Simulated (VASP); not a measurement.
# Si in VASP: further runs

Si is run at these levels: LDA; tasks: single point.

Program: VASP 6.6.1. These are calculated values, not measurements. Logs are shortened: lines on timing, memory, paths and dates and some standing lists are left out, and cuts for length are marked.

## (1) The cell of the first run

The cell holds a slab with vacuum, 2 atoms: a = 3.585 Å, b = 3.585 Å, c = 28.000 Å, α = 90.00°, β = 90.00°, γ = 120.00°.

## (2) Single point, LDA

Contents of INCAR:

```
SYSTEM = Si
PREC = Accurate ; ENCUT = 520
EDIFF = 1E-6 ; ISMEAR = 0
SIGMA = 0.1 ; LREAL = .False.
LASPH = .True. ; NELM = 100
ALGO = Normal ; ISIF = 2
LWAVE = .False. ; LCHARG = .False.
LDIPOL = .True. ; IDIPOL = 3
DIPOL = 0.5 0.5 0.500 ; GGA = CA
NBANDS = 11
```

Contents of KPOINTS:

```
Automatic mesh
0
Gamma
  15 15 1
  0 0 0
```

Contents of POSCAR:

```
Si
1.0
    3.5850000000      0.0000000000      0.0000000000
   -1.7925000000      3.1047010726      0.0000000000
    0.0000000000      0.0000000000     28.0000000000
Si
2
Direct
    0.3333333333      0.6666666667      0.5025535714
    0.6666666667      0.3333333333      0.4974464286
```

Potentials or basis: VASP PAW LDA potentials, release 64 (Si).

Started as:

```
cat potpaw_LDA.64/Si/POTCAR > POTCAR
mpirun -np 1 vasp_std > vasp.out
```

OUTCAR:

```text
SYSTEM = Si
   PREC = Accurate
   ENCUT = 520
   EDIFF = 1E-6
   ISMEAR = 0
   LREAL = .False.
   LASPH = .True.
   NELM = 100
   ISIF = 2
   GGA = CA

 ion  position               nearest neighbor table
   1  0.333  0.667  0.503-   2 2.07   2 2.07   2 2.07
   2  0.667  0.333  0.497-   1 2.07   1 2.07   1 2.07

  LATTYP: Found a hexagonal cell.
 ALAT       =     3.5850000000
 C/A-ratio  =     7.8103207810

  Lattice vectors:

 A1 = (   3.5850000000,   0.0000000000,   0.0000000000)
 A2 = (  -1.7925000000,   3.1047010726,   0.0000000000)
 A3 = (   0.0000000000,   0.0000000000,  28.0000000000)

Analysis of symmetry for initial positions (statically):
=====================================================================
 Subroutine PRICEL returns:
 Original cell was already a primitive cell.

 Routine SETGRP: Setting up the symmetry group for a
 hexagonal supercell.

 Subroutine GETGRP returns: Found 12 space group operations
 (whereof 12 operations were pure point group operations)
 out of a pool of 24 trial point group operations.

The static configuration has the point symmetry D_3d.

Analysis of symmetry for dynamics (positions and initial velocities):
=====================================================================
 Subroutine PRICEL returns:
 Original cell was already a primitive cell.

 Routine SETGRP: Setting up the symmetry group for a
 hexagonal supercell.

 Subroutine GETGRP returns: Found 12 space group operations
 (whereof 12 operations were pure point group operations)
 out of a pool of 24 trial point group operations.

The dynamic configuration has the point symmetry D_3d.

 Subroutine INISYM returns: Found 12 space group operations
 (whereof 12 operations are pure point group operations),
 and found     1 'primitive' translations

----------------------------------------------------------------------------------------

                                     Primitive cell

  volume of cell :     311.6499

  direct lattice vectors                    reciprocal lattice vectors
     3.585000000  0.000000000  0.000000000     0.278940028  0.161046100  0.000000000
    -1.792500000  3.104701073  0.000000000     0.000000000  0.322092200  0.000000000
     0.000000000  0.000000000 28.000000000     0.000000000  0.000000000  0.035714286

  length of vectors
     3.585000000  3.585000000 28.000000000     0.322092200  0.322092200  0.035714286

  position of ions in fractional coordinates (direct lattice)
     0.333333333  0.666666667  0.502553571
     0.666666667  0.333333333  0.497446429

  ion indices of the primitive-cell ions
   primitive index   ion index
                 1           1
                 2           2

----------------------------------------------------------------------------------------

 KPOINTS: Automatic mesh

Automatic generation of k-mesh.
 Grid dimensions read from file:
 generate k-points for:   15   15    1

 Generating k-lattice:

  Cartesian coordinates                     Fractional coordinates (reciprocal lattice)
     0.018596002  0.010736407  0.000000000     0.066666667  0.000000000  0.000000000
     0.000000000  0.021472813  0.000000000     0.000000000  0.066666667  0.000000000
     0.000000000  0.000000000  0.035714286     0.000000000  0.000000000  1.000000000

  Length of vectors
     0.021472813  0.021472813  0.035714286

  Shift w.r.t. Gamma in fractional coordinates (k-lattice)
     0.000000000  0.000000000  0.000000000

 Subroutine IBZKPT returns following result:
 ===========================================

 Found     27 irreducible k-points:

 Following reciprocal coordinates:
            Coordinates               Weight
  0.000000  0.000000  0.000000      1.000000
  0.066667  0.000000  0.000000      6.000000
  0.133333  0.000000  0.000000      6.000000
  0.200000  0.000000  0.000000      6.000000
  0.266667  0.000000  0.000000      6.000000
  0.333333  0.000000  0.000000      6.000000
[... 16 lines left out ...]
  0.333333  0.200000  0.000000     12.000000
  0.400000  0.200000  0.000000      6.000000
 [... further k-points ...]
   k-points           NKPTS =     27   k-points in BZ     NKDIM =     27   number of bands    NBANDS=     11
   number of dos      NEDOS =    301   number of ions     NIONS =      2
   total plane-waves  NPLWV = 164640
   dimension x,y,z NGX =    28 NGY =   28 NGZ =  210
   dimension x,y,z NGXF=    56 NGYF=   56 NGZF=  420
   ions per type =               2
   NGX,Y,Z   is equivalent  to a cutoff of  12.98, 12.98, 12.47 a.u.
   NGXF,Y,Z  is equivalent  to a cutoff of  25.97, 25.97, 24.94 a.u.
 SYSTEM =  Si
   PREC   = accura    normal or accurate (medium, high low for compatibility)
   ISTART =      0    job   : 0-new  1-cont  2-samecut
   ICHARG =      2    charge: 1-file 2-atom 10-const
   ISPIN  =      1    spin polarized calculation?
   LNONCOLLINEAR =      F non collinear calculations
   LSORBIT =      F    spin-orbit coupling
   LASPH  =      T    aspherical Exc in radial PAW
   ENCUT  =  520.0 eV  38.22 Ry    6.18 a.u.   6.67  6.67 52.06*2*pi/ulx,y,z
   NELM   =    100;   NELMIN=  2; NELMDL= -5     # of ELM steps
   EDIFF  = 0.1E-05   stopping-criterion for ELM
   LREAL  =      F    real-space projection
   EDIFFG = 0.1E-04   stopping-criterion for IOM
   NSW    =      0    number of steps for IOM
   IBRION =     -1    ionic relax: 0-MD 1-quasi-New 2-CG
   NFREE  =      0    steps in history (QN), initial steepest desc. (CG)
   ISIF   =      2    stress and relaxation
   ISYM   =      2    0-nonsym 1-usesym 2-fastsym
   POTIM  = 0.5000    time-step for ionic-motion
   TEBEG  =    0.0;   TEEND  =   0.0 temperature during run
   PSTRESS=    0.0 pullay stress
   NELECT =       8.0000    total number of electrons
   NUPDOWN=      -1.0000    fix difference up-down
   EMIN   =  10.00;   EMAX   =-10.00  energy-range for DOS
   EFERMI =   0.00;   METHOD = LEGACY
   ISMEAR =     0;   SIGMA  =   0.10  broadening in eV -4-tet -1-fermi 0-gaus
   EFERMI_NEDOS =   21; number of points for ismear=-14 and -15
   IALGO  =     38    algorithm
   IMIX   =      4    mixing-type and parameters
     AMIX     =   0.40;   BMIX     =  1.00
     AMIX_MAG =   1.60;   BMIX_MAG =  1.00
  volume/ion in A,a.u.               =     155.82      1051.56
  Fermi-wavevector in a.u.,A,eV,Ry     =   0.482928  0.912602  3.173145  0.233220
  Thomas-Fermi vector in A             =   1.481819
   LORBIT       =      0    0 simple, 1 ext, 2 COOP (PROOUT), +10 PAW based schemes
   GGA     = CA    functional components
   LHFCALC =     F    Hartree Fock is set to
   AEXX    =    0.0000 exact exchange contribution
   IVDW    =     0    specifies the selected vdW correction
   LEPSILON=     F    determine dielectric tensor
   LRPA    =     F    only Hartree local field effects (RPA)
 non-spin polarized calculation
 Gauss-broadening in eV      SIGMA  =   0.10
  energy-cutoff  :      520.00
  volume of cell :      311.65
 maximum number of plane-waves:      8465
 NGX is ok and might be reduce to    28
   NGX = 13   NGY = 13   NGZ =105

 dipolmoment           0.000000      0.000000      0.000000 electrons x Angstroem

 number of electron       8.0000000 magnetization

 dipolmoment           0.000000      0.000000     -0.000000 electrons x Angstroem

 Free energy of the ion-electron system (eV)
  ---------------------------------------------------
  ext. energy  EPLUGINS =         0.00000000
  ---------------------------------------------------
  free energy    TOTEN  =        -9.75551088 eV

  energy without entropy =       -9.75450788  energy(sigma->0) =       -9.75500938

 E-fermi :  -3.2975     XC(G=0):  -1.6306

 val. band max:       -3.2975131709   @ k =   0.3333   0.3333   0.0000
 cond. band min:      -3.2975131677   @ k =   0.3333   0.3333   0.0000
 fundamental gap:      0.0000000031
 Fermi energy:        -3.2975131697

 k-point     1 :       0.0000    0.0000    0.0000
  band No.  band energies     occupation
      1     -15.6440      2.00000
      2      -7.1139      2.00000
      3      -4.7133      2.00000
      4      -4.7133      2.00000
      5      -0.6059      0.00000
      6      -0.3399      0.00000
      7      -0.3399      0.00000
      8       0.6425      0.00000
      9       1.0638      0.00000
     10       1.3632      0.00000
     11       1.7804      0.00000

 k-point     2 :       0.0667    0.0000    0.0000
  band No.  band energies     occupation
      1     -15.5822      2.00000
      2      -7.0539      2.00000
      3      -5.1017      2.00000
      4      -4.8332      2.00000
      5      -0.5461      0.00000
      6      -0.4188      0.00000
      7      -0.1024      0.00000
      8       0.9609      0.00000
      9       1.1398      0.00000
     10       1.4324      0.00000
     11       1.8493      0.00000

 k-point     3 :       0.1333    0.0000    0.0000
  band No.  band energies     occupation
      1     -15.3973      2.00000
      2      -6.8755      2.00000
      3      -6.0187      2.00000
      4      -5.1264      2.00000
      5      -0.7445      0.00000
      6      -0.3417      0.00000
      7       0.5429      0.00000
      8       1.3237      0.00000
      9       1.6394      0.00000
     10       1.8520      0.00000
     11       2.0583      0.00000
[... 267 lines left out ...]
 k-point    23 :       0.3333    0.2000    0.0000
  band No.  band energies     occupation
      1     -12.8450      2.00000
      2     -10.7888      2.00000
      3      -8.0293      2.00000
      4      -4.3971      2.00000
      5      -2.3302      0.00000
      6       0.4033      0.00000
      7       1.3381      0.00000
      8       2.5841      0.00000
      9       3.4585      0.00000
     10       4.4604      0.00000
     11       4.7521      0.00000

 k-point    24 :       0.4000    0.2000    0.0000
  band No.  band energies     occupation
      1     -12.4620      2.00000
      2     -11.2396      2.00000
      3      -8.1167      2.00000
      4      -4.0398      2.00000
      5      -2.7527      0.00000
      6       0.3714      0.00000
      7       1.2310      0.00000
      8       3.1284      0.00000
      9       3.5841      0.00000
     10       5.2972      0.00000
     11       5.3421      0.00000

 [... further k-points ...]

------------------------ aborting loop because EDIFF is reached ----------------------------------------

 vacuum level on the upper side and lower side of the slab       (xc-potential included)        -0.012        -0.012

  FORCE on cell =-STRESS in cart. coord.  units (eV):
  Direction    XX          YY          ZZ          XY          YZ          ZX
  --------------------------------------------------------------------------------------
  -------------------------------------------------------------------------------------
  Total        9.1920420      9.1920420      0.0642504      0.0000000     -0.0000000     -0.0000000
  in kB       47.2558520     47.2558520      0.3303081      0.0000000     -0.0000000     -0.0000000
  external PRESSURE =      31.6140040 kB  Pullay stress =       0.0000000 kB

 VOLUME and BASIS-vectors are now :
 -----------------------------------------------------------------------------
  energy-cutoff  :      520.00
  volume of cell :      311.65
      direct lattice vectors                 reciprocal lattice vectors
     3.585000000  0.000000000  0.000000000     0.278940028  0.161046100  0.000000000
    -1.792500000  3.104701073  0.000000000     0.000000000  0.322092200  0.000000000
     0.000000000  0.000000000 28.000000000     0.000000000  0.000000000  0.035714286

 POSITION                                       TOTAL-FORCE (eV/Angst)
 -----------------------------------------------------------------------------------
     -0.00000      2.06980     14.07150         0.000000      0.000000      0.479237
      1.79250      1.03490     13.92850        -0.000000      0.000000     -0.479237
 -----------------------------------------------------------------------------------
    total drift:                                0.000000     -0.000000     -0.000000

  FREE ENERGIE OF THE ION-ELECTRON SYSTEM (eV)
  ---------------------------------------------------
  free  energy   TOTEN  =        -9.7555108806 eV

  energy  without entropy=       -9.7545078769  energy(sigma->0) =       -9.75500938

 vacuum level on the upper side and lower side of the slab         1.330         1.330
```

It took 82 s on 1 thread of Intel Xeon Platinum 8559C (Emerald Rapids), shared host; peak memory 0.33 GiB.

What came out:

```yaml
Free_energy: -9.7555 eV
Largest_force: 0.479 eV/Å
Band_gap_on_the_k_mesh: zero (filled and empty bands touch)
```

Forces on the atoms (eV/Å):
```
Si   0.000  0.000  0.479
Si   0.000  0.000 -0.479
```

## (3) Single point, LDA

Contents of INCAR:

```
PREC = Accurate
ENCUT = 520
EDIFF = 1E-6
ISMEAR = 0
SIGMA = 0.1
LREAL = False
LASPH = True
NELM = 60
ALGO = Normal
ISIF = 2
LWAVE = False
LCHARG = True
LDIPOL = True
IDIPOL = 3
DIPOL = 0.5 0.5 0.500
GGA = CA
LELF = True
LVHAR = True
LVACPOTAV = True
NBANDS = 11
```

Contents of KPOINTS:

```
Automatic mesh
0
Gamma
  15 15 1
```

Contents of POSCAR:

```
Si
1.0
    3.5850000000      0.0000000000      0.0000000000
   -1.7925000000      3.1047010726      0.0000000000
    0.0000000000      0.0000000000     28.0000000000
Si
2
Direct
    0.3333333333      0.6666666667      0.5076607143
    0.6666666667      0.3333333333      0.4923392857
```

Potentials or basis: VASP PAW LDA potentials, release 64 (Si).

Started as:

```
cat potpaw_LDA.64/Si/POTCAR > POTCAR
mpirun -np 1 vasp_std > vasp.out
```

Run time: 72 s. Hardware: 1 thread of Intel Xeon Platinum 8559C (Emerald Rapids), shared host; peak memory 0.33 GiB.

Results (log left out):

```yaml
Free_energy: -9.9732 eV
Largest_force: 0.862 eV/Å
Band_gap_on_the_k_mesh: zero (filled and empty bands touch)
```

Forces on the atoms (eV/Å):
```
Si   0.000  0.000  0.862
Si   0.000  0.000 -0.862
```

Levels at points of the mesh, in eV from the Fermi level:
| k point | band 1 | band 2 | band 3 | band 4 | band 5 | band 6 | band 7 | band 8 | band 9 |
| --- | --- | --- | --- | --- | --- | --- | --- | --- | --- |
| (0.00, 0.00, 0.00) | -12.03 | -3.80 | -0.95 | -0.95 | 2.28 | 3.32 | 3.32 | 3.98 | 4.37 |

## (4) Single point, LDA

Contents of INCAR:

```
PREC = Accurate
ENCUT = 520
EDIFF = 1E-6
ISMEAR = 0
SIGMA = 0.1
LREAL = F
LASPH = T
NELM = 100
ALGO = Normal
ISIF = 2
LWAVE = F
LCHARG = F
LDIPOL = T
IDIPOL = 3
DIPOL = 0.5 0.5 0.500
GGA = CA
NBANDS = 11
```

KPOINTS is that of step 3.

Contents of POSCAR:

```
Si
1.0
    3.5850000000      0.0000000000      0.0000000000
   -1.7925000000      3.1047010726      0.0000000000
    0.0000000000      0.0000000000     28.0000000000
Si
2
Direct
    0.3333333333      0.6666666667      0.5127500000
    0.6666666667      0.3333333333      0.4872500000
```

Started as:

```
cat potpaw_LDA.64/Si/POTCAR > POTCAR
mpirun -np 1 vasp_std > vasp.out
```

Run time: 73 s. Hardware: 1 thread of Intel Xeon Platinum 8559C (Emerald Rapids), shared host; peak memory 0.33 GiB.

The run converged. Its results:

```
Free energy            : -10.1224 eV
Largest force          : 0.031 eV/Å
Band gap on the k mesh : zero (filled and empty bands touch)
```

Forces on the atoms (eV/Å):
```
Si   0.000  0.000 -0.031
Si   0.000  0.000  0.031
```

Levels at points of the mesh, in eV from the Fermi level:
```tsv
k point	band 2	band 3	band 4	band 5	band 6	band 7
(0.00, 0.00, 0.00)	-3.80	-0.07	-0.07	1.66	3.98	3.98
```

## (5) Single point, LDA

Contents of INCAR:

```
SYSTEM = Si
PREC = Accurate ; ENCUT = 520
EDIFF = 1E-6 ; ISMEAR = 0
SIGMA = 0.1 ; LREAL = .False.
LASPH = .True. ; NELM = 80
ALGO = Normal ; ISIF = 2
LWAVE = .False. ; LCHARG = .False.
LDIPOL = .True. ; IDIPOL = 3
DIPOL = 0.5 0.5 0.500 ; NBANDS = 11
```

Contents of KPOINTS:

```
regular mesh
0
Gamma
  15 15 1
  0 0 0
```

Contents of POSCAR:

```
Si
1.0
    3.5850000000      0.0000000000      0.0000000000
   -1.7925000000      3.1047010726      0.0000000000
    0.0000000000      0.0000000000     28.0000000000
Si
2
Direct
    0.3333333333      0.6666666667      0.5178571429
    0.6666666667      0.3333333333      0.4821428571
```

Started as:

```
cat potpaw_LDA.64/Si/POTCAR > POTCAR
mpirun -np 1 vasp_std > vasp.out
```

It took 80 s on 1 thread of Intel Xeon Platinum 8559C (Emerald Rapids), shared host; peak memory 0.33 GiB.

It converged, with:

| Item | Value |
| --- | --- |
| Free energy | -9.9185 eV |
| Largest force | 1.148 eV/Å |
| Band gap on the k mesh | zero (band 4 reaches -2.55 eV, above the bottom of band 5 at -3.50 eV) |

Forces in eV/Å, atoms in the order of the input:
```
Si   0.000  0.000 -1.148
Si   0.000  0.000  1.148
```

Levels at points of the mesh, in eV from the Fermi level:
| k point | band 2 | band 3 | band 4 | band 5 | band 6 | band 7 |
| --- | --- | --- | --- | --- | --- | --- |
| (0.00, 0.00, 0.00) | -4.25 | 0.53 | 0.53 | 0.73 | 4.00 | 4.25 |

## (6) Single point, LDA

This run uses another cell than the first one, of 161.17 Å³/atom, 1.034 times its volume.

Contents of INCAR:

```
SYSTEM = Si
  ALGO = Normal
  DIPOL = 0.5 0.5 0.500
  EDIFF = 1E-6
  ENCUT = 520
  IDIPOL = 3
  ISIF = 2
  ISMEAR = 0
  LASPH = .True.
  LCHARG = .True.
  LDIPOL = .True.
  LELF = .True.
  LREAL = .False.
  LVACPOTAV = .True.
  LVHAR = .True.
  LWAVE = .False.
  NBANDS = 11
  NELM = 80
  PREC = Accurate
  SIGMA = 0.1
```

Contents of KPOINTS:

```
k-points
0
Gamma
  15 15 1
  0 0 0
```

Contents of POSCAR:

```
Si
1.0
    3.6460000000      0.0000000000      0.0000000000
   -1.8230000000      3.1575286222      0.0000000000
    0.0000000000      0.0000000000     28.0000000000
Si
2
Direct
    0.3333333333      0.6666666667      0.5051071429
    0.6666666667      0.3333333333      0.4948928571
```

Potentials or basis: VASP PAW LDA potentials, release 64 (Si).

Started as:

```
cat potpaw_LDA.64/Si/POTCAR > POTCAR
mpirun -np 1 vasp_std > vasp.out
```

Run time: 81 s. Hardware: 1 thread of Intel Xeon Platinum 8559C (Emerald Rapids), shared host; peak memory 0.34 GiB.

It converged, with:

| Property | Result |
| --- | --- |
| Free energy | -10.0928 eV |
| Largest force | 0.579 eV/Å |
| Band gap on the k mesh | zero (filled and empty bands touch) |

Forces in eV/Å, atoms in the order of the input:
```
Si   0.000  0.000  0.579
Si   0.000  0.000 -0.579
```

Levels at points of the mesh, in eV from the Fermi level:
```tsv
k point	band 2	band 3	band 4	band 5	band 6	band 7
(0.00, 0.00, 0.00)	-3.66	-1.33	-1.33	2.60	3.01	3.01
```
